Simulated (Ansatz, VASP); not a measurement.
## Ti4C: VASP beside Ansatz

```
Ti C
1.0
     0.00000    3.38287    3.38287
     3.38287    0.00000    3.38287
     3.38287    3.38287    0.00000
Ti C
4 1
Direct
  0.61615 0.61615 0.61615
  0.61615 0.61615 0.15155
  0.61615 0.15155 0.61615
  0.15155 0.61615 0.61615
  0.75000 0.75000 0.75000
```

Alike in both runs: task single point; functional PBE; k mesh 4 × 4 × 4; occupations gaussian, width 0.1 eV; no spin polarisation.

|  | VASP | Ansatz |
| --- | --- | --- |
| version | VASP 6.6.1 | Ansatz 0.2.0 |
| potentials or method | VASP PAW PBE potentials, release 64 (Ti_sv, C), cutoff 520 eV | scalar-relativistic, plane waves, PAW |
| valence electrons in the cell | 52 | 52 |

|  | VASP | Ansatz | Ansatz less VASP |
| --- | --- | --- | --- |
| gap on the k mesh at the Fermi level (eV) | none | none | - |
| rms of the force components (eV/Å) | 5.683 | 5.701 | +0.0182 |

Atom by atom the forces differ by 0.018 eV/Å (rms over components). A gap of «none» marks a metal or a gap that the smearing closes.

The k mesh is coarse, so the values compare programs but aren't converged.
